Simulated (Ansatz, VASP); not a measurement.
LiCl in VASP and in Ansatz

```
Li Cl
1.0
     0.00000    2.42031    2.66938
     2.42031    0.00000    2.66938
     2.42031    2.42031    0.00000
Li Cl
1 1
Direct
  0.00000 0.00000 0.00000
  0.50000 0.50000 0.50000
```

Change from the starting cell: epitaxial_xy strain -5.3%.

Alike in both runs: task single point; functional HSE06; k mesh 6 × 6 × 6; no spin polarisation.

|  | VASP | Ansatz |
| --- | --- | --- |
| version | VASP 6.6.1 | Ansatz 0.2.0 |
| potentials or method | VASP PAW PBE potentials, release 64 (Li_sv, Cl) | plane waves, PAW |
| plane-wave cutoff (eV) | 520 | 420 |
| occupations | gaussian, width 0.01 eV | fixed |
| valence electrons in the cell | 10 | 10 |

Ansatz gave:

- gap on the k mesh at the Fermi level (eV): 8.03

**Question.** Which values does VASP return?

**Answer.** gap on the k mesh at the Fermi level (eV): 8.04.

Ansatz's warnings: stress exchange threshold loose, stress scf threshold loose.

Noted on VASP's run: the cutoff is short for stress, so the pressure is rough.
